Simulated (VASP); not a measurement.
# CeCr2B2C (P4/mmm) in VASP: further runs, part 2 of 2

VASP 6.6.1. The steps go on from the part before.

### 4 Single point, r2SCAN

File POSCAR:

```
CeCr2B2C
1.0
    3.7628760000      0.0000000000      0.0000000000
    0.0000000000      3.7628760000      0.0000000000
    0.0000000000      0.0000000000      4.9562350000
Ce B Cr C
1 2 2 1
Direct
    0.0000000000      0.0000000000      0.0000000000
    0.5000000000      0.5000000000      0.2240000000
    0.5000000000      0.5000000000      0.7760000000
    0.0000000000      0.5000000000      0.5000000000
    0.5000000000      0.0000000000      0.5000000000
    0.0000000000      0.0000000000      0.5000000000
```

File INCAR.step1:

```
SYSTEM = CeCr2B2C
PREC     = Accurate       ! precision mode
ENCUT    = 520            ! plane-wave cutoff, eV
ISMEAR   = -1             ! smearing method
SIGMA    = 0.1            ! smearing width, eV
LREAL    = .FALSE.        ! projectors in reciprocal space
LASPH    = .TRUE.         ! aspherical terms in the spheres
NELM     = 100            ! most SCF steps
NBANDS   = 32             ! bands
GGA      = PE             ! functional
ALGO     = Normal         ! electronic algorithm
EDIFF    = 1E-4           ! SCF threshold, eV
LWAVE    = .TRUE.         ! write WAVECAR
LCHARG   = .FALSE.        ! write CHGCAR
```

File INCAR.step2:

```
SYSTEM = CeCr2B2C
PREC     = Accurate       ! precision mode
ENCUT    = 520            ! plane-wave cutoff, eV
EDIFF    = 1E-7           ! SCF threshold, eV
ISMEAR   = -1             ! smearing method
SIGMA    = 0.1            ! smearing width, eV
LREAL    = .FALSE.        ! projectors in reciprocal space
LASPH    = .TRUE.         ! aspherical terms in the spheres
NELM     = 100            ! most SCF steps
ALGO     = Normal         ! electronic algorithm
ISIF     = 2              ! what is computed and relaxed
LWAVE    = .FALSE.        ! write WAVECAR
LCHARG   = .TRUE.         ! write CHGCAR
METAGGA  = R2SCAN         ! meta-GGA
LMIXTAU  = .TRUE.       
LELF     = .TRUE.         ! ELF
LVHAR    = .TRUE.       
NBANDS   = 32             ! bands
ISTART   = 1
```

File KPOINTS:

```
Automatic mesh
0
G
  6 6 5
  0 0 0
```

Potentials or basis: VASP PAW PBE potentials, release 64 (Ce, B, Cr_pv, C).

Command:

```
$ cat potpaw_PBE.64/Ce/POTCAR potpaw_PBE.64/B/POTCAR potpaw_PBE.64/Cr_pv/POTCAR potpaw_PBE.64/C/POTCAR > POTCAR
$ cp INCAR.step1 INCAR
$ mpirun -np 1 vasp_std > vasp.out
$ cp INCAR.step2 INCAR
$ mpirun -np 1 vasp_std > vasp.out
```

OUTCAR:

```text
SYSTEM = CeCr2B2C
   PREC = Accurate
   ENCUT = 520
   EDIFF = 1E-7
   ISMEAR = -1
   LREAL = .FALSE.
   LASPH = .TRUE.
   NELM = 100
   ISIF = 2
   METAGGA = R2SCAN
   ISTART = 1

 ion  position               nearest neighbor table
   1  0.000  0.000  0.000-   6 2.48   6 2.48   4 3.11   4 3.11   5 3.11   5 3.11   4 3.11   4 3.11
                             5 3.11   5 3.11
   2  0.500  0.500  0.224-   4 2.33   5 2.33   5 2.33   4 2.33
   3  0.500  0.500  0.776-   4 2.33   5 2.33   5 2.33   4 2.33
   4  0.000  0.500  0.500-   6 1.88   6 1.88   2 2.33   3 2.33   2 2.33   3 2.33   5 2.66   5 2.66
                             5 2.66   5 2.66   1 3.11   1 3.11   1 3.11   1 3.11
   5  0.500  0.000  0.500-   6 1.88   6 1.88   2 2.33   2 2.33   3 2.33   3 2.33   4 2.66   4 2.66
                             4 2.66   4 2.66   1 3.11   1 3.11   1 3.11   1 3.11
   6  0.000  0.000  0.500-   4 1.88   5 1.88   4 1.88   5 1.88   1 2.48   1 2.48

  LATTYP: Found a simple tetragonal cell.
 ALAT       =     3.7628760000
 C/A-ratio  =     1.3171401343

  Lattice vectors:

 A1 = (   3.7628760000,   0.0000000000,   0.0000000000)
 A2 = (   0.0000000000,   3.7628760000,   0.0000000000)
 A3 = (   0.0000000000,   0.0000000000,   4.9562350000)

Analysis of symmetry for initial positions (statically):
=====================================================================
 Subroutine PRICEL returns:
 Original cell was already a primitive cell.

 Routine SETGRP: Setting up the symmetry group for a
 simple tetragonal supercell.

 Subroutine GETGRP returns: Found 16 space group operations
 (whereof 16 operations were pure point group operations)
 out of a pool of 16 trial point group operations.

The static configuration has the point symmetry D_4h.

Analysis of symmetry for dynamics (positions and initial velocities):
=====================================================================
 Subroutine PRICEL returns:
 Original cell was already a primitive cell.

 Routine SETGRP: Setting up the symmetry group for a
 simple tetragonal supercell.

 Subroutine GETGRP returns: Found 16 space group operations
 (whereof 16 operations were pure point group operations)
 out of a pool of 16 trial point group operations.

[... 134 lines left out ...]
   LHFCALC =     F    Hartree Fock is set to
   AEXX    =    0.0000 exact exchange contribution
   IVDW    =     0    specifies the selected vdW correction
   LEPSILON=     F    determine dielectric tensor
   LRPA    =     F    only Hartree local field effects (RPA)
 non-spin polarized calculation
  energy-cutoff  :      520.00
  volume of cell :       70.18
 maximum number of plane-waves:      1908
 NGX is ok and might be reduce to    28
   NGX = 13   NGY = 13   NGZ = 19

 number of electron      45.9999995 magnetization

 Free energy of the ion-electron system (eV)
  ---------------------------------------------------
  ext. energy  EPLUGINS =         0.00000000
  ---------------------------------------------------
  free energy    TOTEN  =       -86.23250907 eV

  energy without entropy =      -86.06953157  energy(sigma->0) =      -86.15102032

 E-fermi :   8.8549     XC(G=0): -13.3405

 val. band max:        8.8537672273   @ k =   0.1667   0.1667   0.4000
 cond. band min:       8.8549910348   @ k =   0.5000   0.1667   0.2000
 fundamental gap:      0.0012238076
 Fermi energy:         8.8548725947

 k-point     1 :       0.0000    0.0000    0.0000
  band No.  band energies     occupation
      1     -36.0549      2.00000
      2     -36.0549      2.00000
      3     -35.7285      2.00000
      4     -35.6478      2.00000
      5     -35.5698      2.00000
      6     -35.5698      2.00000
[... 829 lines left out ...]
     31      10.2154      0.00000
     32      10.8178      0.00000

 [... further k-points ...]

------------------------ aborting loop because EDIFF is reached ----------------------------------------

  FORCE on cell =-STRESS in cart. coord.  units (eV):
  Direction    XX          YY          ZZ          XY          YZ          ZX
  --------------------------------------------------------------------------------------
  -------------------------------------------------------------------------------------
  Total       -0.4541989     -0.4541989      0.3179300      0.0000000      0.0000000     -0.0000000
  in kB      -10.3696714    -10.3696714      7.2585588      0.0000000      0.0000000     -0.0000000
  external PRESSURE =      -4.4935947 kB  Pullay stress =       0.0000000 kB

 VOLUME and BASIS-vectors are now :
 -----------------------------------------------------------------------------
  energy-cutoff  :      520.00
  volume of cell :       70.18
      direct lattice vectors                 reciprocal lattice vectors
     3.762876000  0.000000000  0.000000000     0.265754173  0.000000000  0.000000000
     0.000000000  3.762876000  0.000000000     0.000000000  0.265754173  0.000000000
     0.000000000  0.000000000  4.956235000     0.000000000  0.000000000  0.201766058

 POSITION                                       TOTAL-FORCE (eV/Angst)
 -----------------------------------------------------------------------------------
      0.00000      0.00000      0.00000        -0.000000     -0.000000      0.000000
      1.88144      1.88144      1.11020        -0.000000      0.000000     -0.225656
      1.88144      1.88144      3.84604         0.000000      0.000000      0.225656
      0.00000      1.88144      2.47812        -0.000000     -0.000000      0.000000
      1.88144      0.00000      2.47812        -0.000000     -0.000000      0.000000
      0.00000      0.00000      2.47812        -0.000000     -0.000000      0.000000
 -----------------------------------------------------------------------------------
    total drift:                                0.000000      0.000000      0.000000

  FREE ENERGIE OF THE ION-ELECTRON SYSTEM (eV)
  ---------------------------------------------------
  free  energy   TOTEN  =       -86.2325090727 eV

  energy  without entropy=      -86.0695315715  energy(sigma->0) =      -86.15102032
```

OUTCAR.step1:

```text
SYSTEM = CeCr2B2C
   PREC = Accurate
   ENCUT = 520
   ISMEAR = -1
   LREAL = .FALSE.
   LASPH = .TRUE.
[... 1080 lines left out ...]
      0.00000      1.88144      2.47812         0.000000      0.000000     -0.000000
      1.88144      0.00000      2.47812         0.000000      0.000000     -0.000000
      0.00000      0.00000      2.47812         0.000000      0.000000     -0.000000
 -----------------------------------------------------------------------------------
    total drift:                                0.000000     -0.000000      0.000000

  FREE ENERGIE OF THE ION-ELECTRON SYSTEM (eV)
  ---------------------------------------------------
  free  energy   TOTEN  =       -48.6636340528 eV

  energy  without entropy=      -48.4862323537  energy(sigma->0) =      -48.57493320
```

Wall time 7.7 min (1 thread of AMD EPYC 7R43 (Zen 3), shared host); peak memory 0.2 GiB.

What came out:

```yaml
Free_energy: -86.2325 eV
Pressure: -0.4 GPa
Largest_force: 0.226 eV/Å
Band_gap_on_the_k_mesh: zero (bands 23 and 24 overlap by 0.44 eV)
```

Forces in eV/Å, atoms in the order of the input:
```
Ce   0.000  0.000  0.000
B    0.000  0.000 -0.226
B    0.000  0.000  0.226
Cr   0.000  0.000  0.000
Cr   0.000  0.000  0.000
C    0.000  0.000  0.000
```

Stress tensor (GPa, compression positive):
```
-1.04  0.00  0.00
 0.00 -1.04  0.00
 0.00  0.00  0.73
```

Levels at points of the mesh, in eV from the Fermi level:
```tsv
k point	band 21	band 22	band 23	band 24	band 25	band 26
(0.00, 0.00, 0.00)	-0.86	-0.26	0.22	0.22	0.37	0.37
(0.50, 0.00, 0.00)	-1.15	-0.25	-0.15	0.05	0.64	0.83
(0.50, 0.50, 0.00)	-1.86	-0.47	-0.47	0.52	0.93	0.93
```

Caveat: the PAW data sets were made with another functional, which shifts forces and pressure a little; spin-orbit coupling is left out, which moves the levels of the heavy elements; the run has no spin polarisation, though such a crystal can be magnetic; semilocal functionals describe open f shells poorly, which spoils levels, moments and volumes.

### 5 Single point, r2SCAN

POSCAR is that of step 4.

File INCAR.step1:

```
  PREC = Accurate
  ENCUT = 520
  ISMEAR = -1
  SIGMA = 0.1
  LREAL = F
  LASPH = T
  NELM = 60
  NBANDS = 32
  GGA = PE
  ALGO = Normal
  EDIFF = 1E-4
  LWAVE = T
  LCHARG = F
```

File INCAR.step2:

```
  PREC = Accurate
  ENCUT = 520
  EDIFF = 1E-6
  ISMEAR = -1
  SIGMA = 0.1
  LREAL = F
  LASPH = T
  NELM = 60
  ALGO = Normal
  ISIF = 2
  LWAVE = F
  LCHARG = F
  METAGGA = R2SCAN
  LMIXTAU = T
  NBANDS = 32
  ISTART = 1
```

File KPOINTS:

```
Automatic mesh
0
Gamma
  6 6 5
```

Potentials or basis: VASP PAW PBE potentials, release 64 (Ce, B, Cr_pv, C).

Command:

```
$ cat potpaw_PBE.64/Ce/POTCAR potpaw_PBE.64/B/POTCAR potpaw_PBE.64/Cr_pv/POTCAR potpaw_PBE.64/C/POTCAR > POTCAR
$ cp INCAR.step1 INCAR
$ mpirun -np 1 vasp_std > vasp.out
$ cp INCAR.step2 INCAR
$ mpirun -np 1 vasp_std > vasp.out
```

OUTCAR:

```text
PREC = Accurate
   ENCUT = 520
   EDIFF = 1E-6
   ISMEAR = -1
   LREAL = F
   LASPH = T
   NELM = 60
   ISIF = 2
   METAGGA = R2SCAN
   ISTART = 1

 ion  position               nearest neighbor table
   1  0.000  0.000  0.000-   6 2.48   6 2.48   4 3.11   4 3.11   5 3.11   5 3.11   4 3.11   4 3.11
                             5 3.11   5 3.11
   2  0.500  0.500  0.224-   4 2.33   5 2.33   5 2.33   4 2.33
   3  0.500  0.500  0.776-   4 2.33   5 2.33   5 2.33   4 2.33
   4  0.000  0.500  0.500-   6 1.88   6 1.88   2 2.33   3 2.33   2 2.33   3 2.33   5 2.66   5 2.66
                             5 2.66   5 2.66   1 3.11   1 3.11   1 3.11   1 3.11
   5  0.500  0.000  0.500-   6 1.88   6 1.88   2 2.33   2 2.33   3 2.33   3 2.33   4 2.66   4 2.66
                             4 2.66   4 2.66   1 3.11   1 3.11   1 3.11   1 3.11
   6  0.000  0.000  0.500-   4 1.88   5 1.88   4 1.88   5 1.88   1 2.48   1 2.48

  LATTYP: Found a simple tetragonal cell.
 ALAT       =     3.7628760000
 C/A-ratio  =     1.3171401343

  Lattice vectors:

 A1 = (   3.7628760000,   0.0000000000,   0.0000000000)
 A2 = (   0.0000000000,   3.7628760000,   0.0000000000)
 A3 = (   0.0000000000,   0.0000000000,   4.9562350000)

Analysis of symmetry for initial positions (statically):
=====================================================================
 Subroutine PRICEL returns:
 Original cell was already a primitive cell.

 Routine SETGRP: Setting up the symmetry group for a
 simple tetragonal supercell.

 Subroutine GETGRP returns: Found 16 space group operations
 (whereof 16 operations were pure point group operations)
 out of a pool of 16 trial point group operations.

The static configuration has the point symmetry D_4h.

Analysis of symmetry for dynamics (positions and initial velocities):
=====================================================================
 Subroutine PRICEL returns:
[... 138 lines left out ...]
  volume/ion in A,a.u.               =      11.70        78.93
  Fermi-wavevector in a.u.,A,eV,Ry     =   1.422100  2.687380 27.516002  2.022369
  Thomas-Fermi vector in A             =   2.542840
   LORBIT       =      0    0 simple, 1 ext, 2 COOP (PROOUT), +10 PAW based schemes
   METAGGA = R2SCAN    functional components
   LHFCALC =     F    Hartree Fock is set to
   AEXX    =    0.0000 exact exchange contribution
   IVDW    =     0    specifies the selected vdW correction
   LEPSILON=     F    determine dielectric tensor
   LRPA    =     F    only Hartree local field effects (RPA)
 non-spin polarized calculation
  energy-cutoff  :      520.00
  volume of cell :       70.18
 maximum number of plane-waves:      1908
 NGX is ok and might be reduce to    28
   NGX = 13   NGY = 13   NGZ = 19

 number of electron      45.9999995 magnetization

 Free energy of the ion-electron system (eV)
  ---------------------------------------------------
  ext. energy  EPLUGINS =         0.00000000
  ---------------------------------------------------
  free energy    TOTEN  =       -86.23250796 eV

  energy without entropy =      -86.06954795  energy(sigma->0) =      -86.15102796

 E-fermi :   8.8550     XC(G=0): -13.3404

 val. band max:        8.8539550796   @ k =   0.1667   0.1667   0.4000
 cond. band min:       8.8552019139   @ k =   0.5000   0.1667   0.2000
 fundamental gap:      0.0012468343
 Fermi energy:         8.8550462917

 k-point     1 :       0.0000    0.0000    0.0000
  band No.  band energies     occupation
      1     -36.0550      2.00000
      2     -36.0550      2.00000
      3     -35.7284      2.00000
      4     -35.6477      2.00000
      5     -35.5697      2.00000
      6     -35.5697      2.00000
[... 829 lines left out ...]
     31      10.2159      0.00000
     32      10.8180      0.00000

 [... further k-points ...]

------------------------ aborting loop because EDIFF is reached ----------------------------------------

  FORCE on cell =-STRESS in cart. coord.  units (eV):
  Direction    XX          YY          ZZ          XY          YZ          ZX
  --------------------------------------------------------------------------------------
  -------------------------------------------------------------------------------------
  Total       -0.4532766     -0.4532766      0.3212863      0.0000000      0.0000000      0.0000000
  in kB      -10.3486144    -10.3486144      7.3351842      0.0000000      0.0000000      0.0000000
  external PRESSURE =      -4.4540149 kB  Pullay stress =       0.0000000 kB

 VOLUME and BASIS-vectors are now :
 -----------------------------------------------------------------------------
  energy-cutoff  :      520.00
  volume of cell :       70.18
      direct lattice vectors                 reciprocal lattice vectors
     3.762876000  0.000000000  0.000000000     0.265754173  0.000000000  0.000000000
     0.000000000  3.762876000  0.000000000     0.000000000  0.265754173  0.000000000
     0.000000000  0.000000000  4.956235000     0.000000000  0.000000000  0.201766058

 POSITION                                       TOTAL-FORCE (eV/Angst)
 -----------------------------------------------------------------------------------
      0.00000      0.00000      0.00000         0.000000      0.000000      0.000000
      1.88144      1.88144      1.11020         0.000000      0.000000     -0.225525
      1.88144      1.88144      3.84604        -0.000000     -0.000000      0.225525
      0.00000      1.88144      2.47812         0.000000      0.000000      0.000000
      1.88144      0.00000      2.47812         0.000000      0.000000      0.000000
      0.00000      0.00000      2.47812         0.000000      0.000000      0.000000
 -----------------------------------------------------------------------------------
    total drift:                                0.000000     -0.000000      0.000000

  FREE ENERGIE OF THE ION-ELECTRON SYSTEM (eV)
  ---------------------------------------------------
  free  energy   TOTEN  =       -86.2325079603 eV

  energy  without entropy=      -86.0695479502  energy(sigma->0) =      -86.15102796
```

OUTCAR.step1:

```text
PREC = Accurate
   ENCUT = 520
   ISMEAR = -1
   LREAL = F
   LASPH = T
[... 1079 lines left out ...]
      1.88144      1.88144      3.84604         0.000000     -0.000000      0.311440
      0.00000      1.88144      2.47812         0.000000      0.000000      0.000000
      1.88144      0.00000      2.47812         0.000000      0.000000      0.000000
      0.00000      0.00000      2.47812         0.000000      0.000000      0.000000
 -----------------------------------------------------------------------------------
    total drift:                                0.000000     -0.000000      0.000000

  FREE ENERGIE OF THE ION-ELECTRON SYSTEM (eV)
  ---------------------------------------------------
  free  energy   TOTEN  =       -48.6636340534 eV

  energy  without entropy=      -48.4862323542  energy(sigma->0) =      -48.57493320
```

OSZICAR.step1:

```text
N       E                     dE             d eps       ncg     rms          rms(c)
DAV:   1     0.465487137867E+03    0.46549E+03   -0.22815E+04  1976   0.182E+03
DAV:   2     0.711045678064E+01   -0.45838E+03   -0.43001E+03  2032   0.442E+02
DAV:   3    -0.584785549123E+02   -0.65589E+02   -0.62021E+02  2656   0.155E+02
DAV:   4    -0.616710165405E+02   -0.31925E+01   -0.31011E+01  2648   0.345E+01
DAV:   5    -0.619064400374E+02   -0.23542E+00   -0.23480E+00  3376   0.797E+00    0.414E+01
DAV:   6    -0.792667624721E+02   -0.17360E+02   -0.42391E+02  2856   0.108E+02    0.557E+01
DAV:   7    -0.499386491975E+02    0.29328E+02   -0.24180E+02  2928   0.946E+01    0.293E+01
DAV:   8    -0.512791722676E+02   -0.13405E+01   -0.11326E+02  3072   0.705E+01    0.109E+01
DAV:   9    -0.507778010053E+02    0.50137E+00   -0.63170E+00  2872   0.159E+01    0.943E+00
DAV:  10    -0.489648913227E+02    0.18129E+01   -0.44284E+00  2856   0.131E+01    0.539E+00
DAV:  11    -0.486992180312E+02    0.26567E+00   -0.96731E-01  3496   0.570E+00    0.229E+00
DAV:  12    -0.486654679969E+02    0.33750E-01   -0.12610E-01  2944   0.244E+00    0.183E+00
DAV:  13    -0.486655970969E+02   -0.12910E-03   -0.18853E-02  3352   0.510E-01    0.153E+00
DAV:  14    -0.487297030966E+02   -0.64106E-01   -0.14579E-01  2672   0.292E+00    0.344E+00
DAV:  15    -0.486664380787E+02    0.63265E-01   -0.20598E-01  2968   0.356E+00    0.674E-01
DAV:  16    -0.486637029068E+02    0.27352E-02   -0.99130E-03  3224   0.786E-01    0.146E-01
DAV:  17    -0.486635986781E+02    0.10423E-03   -0.25641E-03  2792   0.259E-01    0.864E-02
DAV:  18    -0.486636340534E+02   -0.35375E-04   -0.69395E-04  2144   0.156E-01
   1 F= -.48663634E+02 E0= -.48574933E+02  d E =-.177402E+00
```

Wall time 9 min (1 thread of Intel Xeon 8259CL, shared host); peak memory 0.24 GiB.

Results:

```
Free energy            : -86.2325 eV
Pressure               : -0.4 GPa
Largest force          : 0.226 eV/Å
Band gap on the k mesh : zero (bands 23 and 24 overlap by 0.44 eV)
```

Forces in eV/Å, atoms in the order of the input:
```
Ce   0.000  0.000  0.000
B    0.000  0.000 -0.226
B    0.000  0.000  0.226
Cr   0.000  0.000  0.000
Cr   0.000  0.000  0.000
C    0.000  0.000  0.000
```

Caveat: the PAW data sets were made with another functional, which shifts forces and pressure a little; spin-orbit coupling is left out, which moves the levels of the heavy elements; the run has no spin polarisation, though such a crystal can be magnetic; semilocal functionals describe open f shells poorly, which spoils levels, moments and volumes. Spin polarisation is off, so any magnetic state and its effect on volume and gap are missing.

### 6 The runs side by side

```tsv
k mesh	gap on the mesh (eV)	pressure (GPa)	largest force (eV/Å)
5 × 5 × 4	none	-0.5	0.20
5 × 5 × 4, shifted	none	-0.5	0.27
6 × 6 × 5	none	-0.4	0.23
```

Alike in all rows: task single point; level r2SCAN; potentials or basis VASP PAW PBE potentials, release 64 (Ce, B, Cr_pv, C); no spin polarisation; cell as given; cutoff (eV) 520; smearing fermi-dirac 0.1 eV.

Caveats: the PAW data sets were made with another functional, which shifts forces and pressure a little; spin-orbit coupling is left out, which moves the levels of the heavy elements; the run has no spin polarisation, though such a crystal can be magnetic; semilocal functionals describe open f shells poorly, which spoils levels, moments and volumes.

Absolute energies hang on the potentials; compare differences alone.
